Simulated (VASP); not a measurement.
Set up this calculation in VASP 6.6.1, as the native input.

```
Task                   : single point
Functional             : LDA
Potentials or basis    : VASP PAW LDA potentials, release 64 (Be, S)
Cutoff                 : 600 eV
k mesh                 : 17 × 17 × 17
Occupations            : fermi-dirac, width 0.08 eV
Spin                   : no spin polarisation
Dipole correction      : no
Further INCAR settings : ALGO = Normal; EDIFF = 1e-06; NBANDS = 11
```

The structure of BeS (rocksalt type) lies in POSCAR:

```
BeS
1.0
    0.0000000000      1.8079342081      1.8079342081
    1.8079342081      0.0000000000      1.8079342081
    1.8079342081      1.8079342081      0.0000000000
Be S
1 1
Direct
    0.0000000000      0.0000000000      0.0000000000
    0.5000000000      0.5000000000      0.5000000000
```

This cell differs from its parent crystal: volume scaled by 0.5.

The input as run:

INCAR

```
SYSTEM = BeS
  PREC = Accurate
  ENCUT = 600
  EDIFF = 1E-6
  ISMEAR = -1
  SIGMA = 0.08
  LREAL = .False.
  LASPH = .True.
  NELM = 120
  ALGO = Normal
  ISIF = 2
  LWAVE = .False.
  LCHARG = .False.
  GGA = CA
  NBANDS = 11
  GGA_COMPAT = .False.
```

KPOINTS

```
Automatic mesh
0
Gamma
  17 17 17
  0 0 0
```

Potentials or basis: VASP PAW LDA potentials, release 64 (Be, S).

Run with:

```console
$ cat potpaw_LDA.64/Be/POTCAR potpaw_LDA.64/S/POTCAR > POTCAR
$ mpirun -np 1 vasp_std > vasp.out
```

Results of the run:

```
Pressure               : 288.0 GPa
Band gap on the k mesh : zero (band 4 reaches 19.81 eV, above the bottom of band 5 at 18.41 eV)
```

Wall time 12 s on 1 thread of Intel(R) Xeon(R) Platinum 8375C CPU @ 2.90GHz (Ice Lake), with other jobs on the host, peak memory 0.13 GiB.
